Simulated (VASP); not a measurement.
A run of VASP 6.6.1:

Contents of INCAR:

```
PREC = Accurate ; ENCUT = 520
EDIFF = 1E-7 ; ISMEAR = 0
SIGMA = 0.05 ; LREAL = False
LASPH = True ; NELM = 100
ALGO = Normal ; ISIF = 2
LWAVE = False ; LCHARG = False
GGA = PS ; NBANDS = 11
```

Contents of KPOINTS:

```
regular mesh
0
Gamma
  10 10 10
```

POSCAR

```
BeS
1.0
    0.0000000000      2.5023774645      2.4624852042
    2.4624852042      0.0000000000      2.4624852042
    2.4624852042      2.5023774645      0.0000000000
Be S
1 1
Direct
    0.0000000000      0.0000000000      0.0000000000
    0.7500000000      0.7500000000      0.7500000000
```

Potentials or basis: VASP PAW PBE potentials, release 64 (Be, S).

Launch:

```sh
$ cat potpaw_PBE.64/Be/POTCAR potpaw_PBE.64/S/POTCAR > POTCAR
$ mpirun -np 1 vasp_std > vasp.out
```

Hardware: 1 thread of Intel Xeon 8259CL, with other jobs on the host.

Q: How long does it take, and how much memory?

A: It took 91 s on 1 thread of Intel Xeon 8259CL (shared host), peak memory 0.17 GiB. Counts: scf iterations 13, k points 102.
